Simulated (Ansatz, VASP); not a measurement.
**One calculation of KCl, two programs**

File INCAR:

```
ALGO     = Normal         # electronic algorithm
EDIFF    = 1E-6           # SCF threshold, eV
EDIFFG   = -0.005         # ionic threshold
ENCUT    = 600            # plane-wave cutoff, eV
GGA      = RP             # functional
IBRION   = 2              # ionic algorithm
ISIF     = 3              # what is computed and relaxed
ISMEAR   = 0              # smearing method
ISPIN    = 2              # spin polarisation
LASPH    = T              # aspherical terms in the spheres
LCHARG   = F              # write CHGCAR
LORBIT   = 11             # projections on sites
LREAL    = F              # projectors in reciprocal space
LWAVE    = F              # write WAVECAR
MAGMOM   = 0 0            # initial moments
NELM     = 150            # most SCF steps
NSW      = 80             # ionic steps
PREC     = Accurate       # precision mode
SIGMA    = 0.1            # smearing width, eV
```

The input KPOINTS:

```
k-points
0
Gamma
  7 7 7
```

Contents of POSCAR:

```
KCl
1.0
    0.0000000000      3.1464700000      3.1464700000
    3.1464700000      0.0000000000      3.1464700000
    3.1464700000      3.1464700000      0.0000000000
K Cl
1 1
Direct
    0.0000000000      0.0000000000      0.0000000000
    0.5000000000      0.5000000000      0.5000000000
```

File input.yaml:

```yaml
crystal:
  lattice:
    - [0.0, 3.14647, 3.14647]
    - [3.14647, 0.0, 3.14647]
    - [3.14647, 3.14647, 0.0]
  atoms:
    - { symbol: K, position: [0.0, 0.0, 0.0] }
    - { symbol: Cl, position: [0.5, 0.5, 0.5] }
kpoints:
  mp_grid: { grid: [7, 7, 7] }
scf:
  occupations: { method: gaussian, width: 0.1 }
hamiltonian:
  xc: rpbe
  pseudopotentials: { kind: all_electron, lapw: { basis_error: 0.001 } }
magnetization:
  spin_polarized: true
output:
  forces: true
  stress: true
relax:
  f_tol: 0.005
  max_steps: 60
  cell: {}
```

Alike in both runs: task relaxation of cell and atoms; functional RPBE; k mesh 7 × 7 × 7; occupations gaussian, width 0.1 eV; collinear spin.

```csv
,VASP,Ansatz
version,VASP 6.6.1,Ansatz 0.2.0
potentials or method,"VASP PAW PBE potentials, release 64 (K_sv, Cl), cutoff 600 eV","all-electron LAPW, scalar-relativistic"
```

|  | VASP | Ansatz | Ansatz less VASP |
| --- | --- | --- | --- |
| net moment per atom (μB) | 0.00 | 0.00 | 0.000 |
| relaxed volume (Å³/atom) | 35.67 | 35.59 | -0.084 |
| relaxed cell length with the largest relative difference (Å) | 4.655 | 4.652 | -0.0037 |

VASP's potentials were made for PBE, not for RPBE. Ansatz ran all-electron here, and VASP with PAW potentials.
